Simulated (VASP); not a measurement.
# Ca2Zn (P4_2/mnm) in VASP: notebook

Ca2Zn is run at these levels: LDA; tasks: single point.

All numbers are computed with VASP 6.6.1; they aren't measurements. Logs are shortened: lines on timing, memory, paths and dates and some standing lists are left out, and cuts for length are marked.

## 1. The cell of the first run

The structure is tetragonal, space group P4_2/mnm (No. 136). Conventional cell: a = 7.524 Å, b = 7.524 Å, c = 3.983 Å, α = 90.00°, β = 90.00°, γ = 90.00°. Within 4.0 Å of Ca (site symmetry m2m) lie 3 Zn at 3.00 to 3.06 Å and 2 Ca at 3.98 Å. Within 4.0 Å of Zn (site symmetry mmm) lie 6 Ca at 3.00 to 3.06 Å and 2 Zn at 3.98 Å.

## 2. Single point, LDA

INCAR

```
  PREC = Accurate
  ENCUT = 520
  EDIFF = 1E-7
  ISMEAR = -1
  SIGMA = 0.05
  LREAL = F
  LASPH = T
  NELM = 60
  ALGO = Normal
  ISIF = 2
  LWAVE = F
  LCHARG = T
  LELF = T
  LVHAR = T
  NBANDS = 41
```

KPOINTS

```
Automatic mesh
0
Gamma
  3 3 6
```

POSCAR

```
Ca2Zn
1.0
    7.5242069544      0.0000000000      0.0000000000
    0.0000000000      7.5242069544      0.0000000000
    0.0000000000      0.0000000000      3.9831692815
Ca Zn
4 2
Direct
    0.2821600000      0.2821600000      0.0000000000
    0.7178400000      0.7178400000      0.0000000000
    0.2178400000      0.7821600000      0.5000000000
    0.7821600000      0.2178400000      0.5000000000
    0.0000000000      0.0000000000      0.0000000000
    0.5000000000      0.5000000000      0.5000000000
```

Potentials or basis: VASP PAW LDA potentials, release 64 (Ca_sv, Zn).

On the command line:

```sh
cat potpaw_LDA.64/Ca_sv/POTCAR potpaw_LDA.64/Zn/POTCAR > POTCAR
mpirun -np 1 vasp_std > vasp.out
```

OUTCAR:

```text
PREC = Accurate
   ENCUT = 520
   EDIFF = 1E-7
   ISMEAR = -1
   LREAL = F
   LASPH = T
   NELM = 60
   ISIF = 2

 ion  position               nearest neighbor table
   1  0.282  0.282  0.000-   5 3.00   6 3.06   6 3.06
   2  0.718  0.718  0.000-   5 3.00   6 3.06   6 3.06
   3  0.218  0.782  0.500-   6 3.00   5 3.06   5 3.06
   4  0.782  0.218  0.500-   6 3.00   5 3.06   5 3.06
   5  0.000  0.000  0.000-   1 3.00   2 3.00   3 3.06   4 3.06   3 3.06   4 3.06
   6  0.500  0.500  0.500-   3 3.00   4 3.00   1 3.06   2 3.06   1 3.06   2 3.06

  LATTYP: Found a simple tetragonal cell.
 ALAT       =     7.5242069544
 C/A-ratio  =     0.5293806119

  Lattice vectors:

 A1 = (   7.5242069544,   0.0000000000,   0.0000000000)
 A2 = (   0.0000000000,   7.5242069544,   0.0000000000)
 A3 = (   0.0000000000,   0.0000000000,   3.9831692815)

Analysis of symmetry for initial positions (statically):
=====================================================================
 Subroutine PRICEL returns:
 Original cell was already a primitive cell.

 Routine SETGRP: Setting up the symmetry group for a
 simple tetragonal supercell.

 Subroutine GETGRP returns: Found 16 space group operations
 (whereof  8 operations were pure point group operations)
 out of a pool of 16 trial point group operations.

The static configuration has the point symmetry D_2h.
 The point group associated with its full space group is D_4h.

Analysis of symmetry for dynamics (positions and initial velocities):
=====================================================================
 Subroutine PRICEL returns:
 Original cell was already a primitive cell.

 Routine SETGRP: Setting up the symmetry group for a
 simple tetragonal supercell.

 Subroutine GETGRP returns: Found 16 space group operations
 (whereof  8 operations were pure point group operations)
 out of a pool of 16 trial point group operations.

The dynamic configuration has the point symmetry D_2h.
 The point group associated with its full space group is D_4h.

 Subroutine INISYM returns: Found 16 space group operations
 (whereof  8 operations are pure point group operations),
 and found     1 'primitive' translations

----------------------------------------------------------------------------------------

                                     Primitive cell

  volume of cell :     225.5019

  direct lattice vectors                    reciprocal lattice vectors
     7.524206954  0.000000000  0.000000000     0.132904372  0.000000000  0.000000000
     0.000000000  7.524206954  0.000000000     0.000000000  0.132904372  0.000000000
     0.000000000  0.000000000  3.983169281     0.000000000  0.000000000  0.251056365

  length of vectors
     7.524206954  7.524206954  3.983169281     0.132904372  0.132904372  0.251056365

  position of ions in fractional coordinates (direct lattice)
     0.282160000  0.282160000  0.000000000
     0.717840000  0.717840000  0.000000000
     0.217840000  0.782160000  0.500000000
     0.782160000  0.217840000  0.500000000
     0.000000000  0.000000000  0.000000000
     0.500000000  0.500000000  0.500000000

  ion indices of the primitive-cell ions
   primitive index   ion index
                 1           1
                 2           2
                 3           3
                 4           4
                 5           5
                 6           6

----------------------------------------------------------------------------------------

 KPOINTS: Automatic mesh

Automatic generation of k-mesh.
 Grid dimensions read from file:
 generate k-points for:    3    3    6

 Generating k-lattice:

  Cartesian coordinates                     Fractional coordinates (reciprocal lattice)
     0.044301457  0.000000000  0.000000000     0.333333333  0.000000000  0.000000000
     0.000000000  0.044301457  0.000000000     0.000000000  0.333333333  0.000000000
     0.000000000  0.000000000  0.041842727     0.000000000  0.000000000  0.166666667

  Length of vectors
     0.044301457  0.044301457  0.041842727

  Shift w.r.t. Gamma in fractional coordinates (k-lattice)
     0.000000000  0.000000000  0.000000000

 Subroutine IBZKPT returns following result:
 ===========================================

 Found     12 irreducible k-points:

 Following reciprocal coordinates:
            Coordinates               Weight
  0.000000  0.000000  0.000000      1.000000
  0.333333  0.000000  0.000000      4.000000
  0.333333  0.333333  0.000000      4.000000
  0.000000  0.000000  0.166667      2.000000
  0.333333  0.000000  0.166667      8.000000
  0.333333  0.333333  0.166667      8.000000
  0.000000  0.000000  0.333333      2.000000
  0.333333  0.000000  0.333333      8.000000
  0.333333  0.333333  0.333333      8.000000
  0.000000  0.000000  0.500000      1.000000
  0.333333  0.000000  0.500000      4.000000
  0.333333  0.333333  0.500000      4.000000
   k-points           NKPTS =     12   k-points in BZ     NKDIM =     12   number of bands    NBANDS=     41
   number of dos      NEDOS =    301   number of ions     NIONS =      6
   total plane-waves  NPLWV =  94080
   dimension x,y,z NGX =    56 NGY =   56 NGZ =   30
   dimension x,y,z NGXF=   112 NGYF=  112 NGZF=   60
   ions per type =               4   2
   NGX,Y,Z   is equivalent  to a cutoff of  12.37, 12.37, 12.52 a.u.
   NGXF,Y,Z  is equivalent  to a cutoff of  24.75, 24.75, 25.04 a.u.
 SYSTEM =  unknown system
   PREC   = accura    normal or accurate (medium, high low for compatibility)
   ISTART =      0    job   : 0-new  1-cont  2-samecut
   ICHARG =      2    charge: 1-file 2-atom 10-const
   ISPIN  =      1    spin polarized calculation?
   LNONCOLLINEAR =      F non collinear calculations
   LSORBIT =      F    spin-orbit coupling
   LASPH  =      T    aspherical Exc in radial PAW
   ENCUT  =  520.0 eV  38.22 Ry    6.18 a.u.  13.99 13.99  7.41*2*pi/ulx,y,z
   NELM   =     60;   NELMIN=  2; NELMDL= -5     # of ELM steps
   EDIFF  = 0.1E-06   stopping-criterion for ELM
   LREAL  =      F    real-space projection
   EDIFFG = 0.1E-05   stopping-criterion for IOM
   NSW    =      0    number of steps for IOM
   IBRION =     -1    ionic relax: 0-MD 1-quasi-New 2-CG
   NFREE  =      0    steps in history (QN), initial steepest desc. (CG)
   ISIF   =      2    stress and relaxation
   ISYM   =      2    0-nonsym 1-usesym 2-fastsym
   POTIM  = 0.5000    time-step for ionic-motion
   TEBEG  =    0.0;   TEEND  =   0.0 temperature during run
   PSTRESS=    0.0 pullay stress
   NELECT =      64.0000    total number of electrons
   NUPDOWN=      -1.0000    fix difference up-down
   EMIN   =  10.00;   EMAX   =-10.00  energy-range for DOS
   EFERMI =   0.00;   METHOD = LEGACY
   ISMEAR =    -1;   SIGMA  =   0.05  broadening in eV -4-tet -1-fermi 0-gaus
   EFERMI_NEDOS =   21; number of points for ismear=-14 and -15
   IALGO  =     38    algorithm
   IMIX   =      4    mixing-type and parameters
     AMIX     =   0.40;   BMIX     =  1.00
     AMIX_MAG =   1.60;   BMIX_MAG =  1.00
  volume/ion in A,a.u.               =      37.58       253.63
  Fermi-wavevector in a.u.,A,eV,Ry     =   1.075849  2.033060 15.748085  1.157452
  Thomas-Fermi vector in A             =   2.211717
   LORBIT       =      0    0 simple, 1 ext, 2 COOP (PROOUT), +10 PAW based schemes
   GGA     = CA    functional components
   LHFCALC =     F    Hartree Fock is set to
   AEXX    =    0.0000 exact exchange contribution
   IVDW    =     0    specifies the selected vdW correction
   LEPSILON=     F    determine dielectric tensor
   LRPA    =     F    only Hartree local field effects (RPA)
 non-spin polarized calculation
  energy-cutoff  :      520.00
  volume of cell :      225.50
 maximum number of plane-waves:      6087
 NGX is ok and might be reduce to    56
   NGX = 27   NGY = 27   NGZ = 15

 number of electron      64.0000065 magnetization

 Free energy of the ion-electron system (eV)
  ---------------------------------------------------
  ext. energy  EPLUGINS =         0.00000000
  ---------------------------------------------------
  free energy    TOTEN  =       -12.32454544 eV

  energy without entropy =      -12.26934678  energy(sigma->0) =      -12.29694611

 E-fermi :   1.2479     XC(G=0):  -8.0482

 val. band max:        1.2047530108   @ k =   0.3333   0.0000   0.5000
 cond. band min:       1.2606981641   @ k =   0.0000   0.0000   0.5000
 fundamental gap:      0.0559451533
 Fermi energy:         1.2479329441

 k-point     1 :       0.0000    0.0000    0.0000
  band No.  band energies     occupation
      1     -40.2743      2.00000
      2     -40.2712      2.00000
      3     -40.2712      2.00000
      4     -40.2688      2.00000
      5     -21.6286      2.00000
      6     -21.6087      2.00000
[... 33 lines left out ...]
     40       3.4969      0.00000
     41       3.8975      0.00000

 k-point     2 :       0.3333    0.0000    0.0000
  band No.  band energies     occupation
      1     -40.2735      2.00000
      2     -40.2720      2.00000
      3     -40.2706      2.00000
      4     -40.2694      2.00000
      5     -21.6230      2.00000
      6     -21.6131      2.00000
[... 33 lines left out ...]
     40       3.3914      0.00000
     41       3.5192      0.00000

 k-point     3 :       0.3333    0.3333    0.0000
  band No.  band energies     occupation
      1     -40.2728      2.00000
      2     -40.2714      2.00000
      3     -40.2712      2.00000
      4     -40.2700      2.00000
      5     -21.6170      2.00000
      6     -21.6074      2.00000
[... 33 lines left out ...]
     40       3.2875      0.00000
     41       3.4148      0.00000

 k-point     4 :       0.0000    0.0000    0.1667
  band No.  band energies     occupation
      1     -40.2729      2.00000
      2     -40.2703      2.00000
      3     -40.2703      2.00000
      4     -40.2682      2.00000
      5     -21.6240      2.00000
      6     -21.6062      2.00000
[... 297 lines left out ...]
     40       2.4548      0.00000
     41       3.3875      0.00000

 k-point    11 :       0.3333    0.0000    0.5000
  band No.  band energies     occupation
      1     -40.2677      2.00000
      2     -40.2677      2.00000
      3     -40.2675      2.00000
      4     -40.2675      2.00000
      5     -21.6032      2.00000
      6     -21.6032      2.00000
[... 33 lines left out ...]
     40       2.7775      0.00000
     41       3.8517      0.00000

 k-point    12 :       0.3333    0.3333    0.5000
  band No.  band energies     occupation
      1     -40.2677      2.00000
      2     -40.2677      2.00000
      3     -40.2675      2.00000
      4     -40.2675      2.00000
      5     -21.6086      2.00000
      6     -21.6085      2.00000
[... 33 lines left out ...]
     40       3.2299      0.00000
     41       3.4125      0.00000

------------------------ aborting loop because EDIFF is reached ----------------------------------------

  FORCE on cell =-STRESS in cart. coord.  units (eV):
  Direction    XX          YY          ZZ          XY          YZ          ZX
  --------------------------------------------------------------------------------------
  -------------------------------------------------------------------------------------
  Total       -4.4513045     -4.4513045     -2.6563176      0.0000000      0.0000000      0.0000000
  in kB      -31.6262466    -31.6262466    -18.8729744      0.0000000      0.0000000      0.0000000
  external PRESSURE =     -27.3751559 kB  Pullay stress =       0.0000000 kB

 VOLUME and BASIS-vectors are now :
 -----------------------------------------------------------------------------
  energy-cutoff  :      520.00
  volume of cell :      225.50
      direct lattice vectors                 reciprocal lattice vectors
     7.524206954  0.000000000  0.000000000     0.132904372  0.000000000  0.000000000
     0.000000000  7.524206954  0.000000000     0.000000000  0.132904372  0.000000000
     0.000000000  0.000000000  3.983169281     0.000000000  0.000000000  0.251056365

 POSITION                                       TOTAL-FORCE (eV/Angst)
 -----------------------------------------------------------------------------------
      2.12303      2.12303      0.00000         0.048616      0.048616     -0.000000
      5.40118      5.40118      0.00000        -0.048616     -0.048616      0.000000
      1.63907      5.88513      1.99158        -0.048616      0.048616     -0.000000
      5.88513      1.63907      1.99158         0.048616     -0.048616      0.000000
      0.00000      0.00000      0.00000        -0.000000      0.000000      0.000000
      3.76210      3.76210      1.99158        -0.000000      0.000000      0.000000
 -----------------------------------------------------------------------------------
    total drift:                               -0.000000      0.000000     -0.000000

  FREE ENERGIE OF THE ION-ELECTRON SYSTEM (eV)
  ---------------------------------------------------
  free  energy   TOTEN  =       -12.3245454431 eV

  energy  without entropy=      -12.2693467805  energy(sigma->0) =      -12.29694611
```

Run time: 4.3 min. Hardware: 1 thread of Intel Xeon 8259CL, shared host; peak memory 0.25 GiB.

Results:

| Property | Result |
| --- | --- |
| Free energy | -12.3245 eV |
| Pressure | -2.7 GPa |
| Largest force | 0.069 eV/Å |
| Band gap on the k mesh | zero (bands 32 and 33 overlap by 0.27 eV) |

Forces in eV/Å, atoms in the order of the input:
```
Ca   0.049  0.049  0.000
Ca  -0.049 -0.049  0.000
Ca  -0.049  0.049  0.000
Ca   0.049 -0.049  0.000
Zn   0.000  0.000  0.000
Zn   0.000  0.000  0.000
```

Levels at points of the mesh, in eV from the Fermi level:
```csv
k point,band 28,band 29,band 30,band 31,band 32,band 33,band 34,band 35,band 36,band 37
"(0.00, 0.00, 0.00)",-4.21,-1.91,-1.91,-0.76,-0.28,0.18,0.18,0.55,1.50,1.70
"(0.00, 0.00, 0.50)",-3.69,-1.32,-1.32,0.01,0.01,0.22,0.22,0.67,0.67,1.01
```

## 3. Single point, LDA

This run uses another cell than the first one, of 38.56 Å³/atom.

INCAR

```
  PREC = Accurate
  ENCUT = 520
  EDIFF = 1E-6
  ISMEAR = -1
  SIGMA = 0.05
  LREAL = F
  LASPH = T
  NELM = 80
  ALGO = Normal
  ISIF = 2
  LWAVE = F
  LCHARG = T
  GGA = CA
  LELF = T
  LVHAR = T
  NBANDS = 41
```

KPOINTS is that of step 2.

POSCAR: that of step 2 with these lines changed.

```diff
@@ -2,5 +2,5 @@
 1.0
-    7.5242069544      0.0000000000      0.0000000000
-    0.0000000000      7.5242069544      0.0000000000
-    0.0000000000      0.0000000000      3.9831692815
+    7.5887955810      0.0000000000      0.0000000000
+    0.0000000000      7.5887955810      0.0000000000
+    0.0000000000      0.0000000000      4.0173612482
 Ca Zn
```

Potentials or basis: VASP PAW LDA potentials, release 64 (Ca_sv, Zn).

On the command line:

```sh
cat potpaw_LDA.64/Ca_sv/POTCAR potpaw_LDA.64/Zn/POTCAR > POTCAR
mpirun -np 1 vasp_std > vasp.out
```

Run time: 4.1 min. Hardware: 1 thread of Intel Xeon 8259CL, shared host; peak memory 0.26 GiB.

The run converged. Its results:

* Free energy: -12.2185 eV
* Pressure: -3.1 GPa
* Largest force: 0.081 eV/Å
* Band gap on the k mesh: zero (bands 32 and 33 overlap by 0.26 eV)

Forces in eV/Å, atoms in the order of the input:
```
Ca   0.057  0.057  0.000
Ca  -0.057 -0.057  0.000
Ca  -0.057  0.057  0.000
Ca   0.057 -0.057  0.000
Zn   0.000  0.000  0.000
Zn   0.000  0.000  0.000
```

Stress tensor (GPa, compression positive):
```
-3.52  0.00  0.00
 0.00 -3.52  0.00
 0.00  0.00 -2.28
```

Levels at points of the mesh, in eV from the Fermi level:
```csv
k point,band 28,band 29,band 30,band 31,band 32,band 33,band 34,band 35,band 36,band 37
"(0.00, 0.00, 0.00)",-4.19,-1.89,-1.89,-0.75,-0.28,0.17,0.17,0.54,1.48,1.68
"(0.00, 0.00, 0.50)",-3.67,-1.30,-1.30,0.01,0.01,0.21,0.21,0.67,0.67,1.00
```

Caveat: the cell stands under tension.

[end of part 1 of 2]

The gap in the log of VASP goes by the Fermi energy; the results here count the filled bands.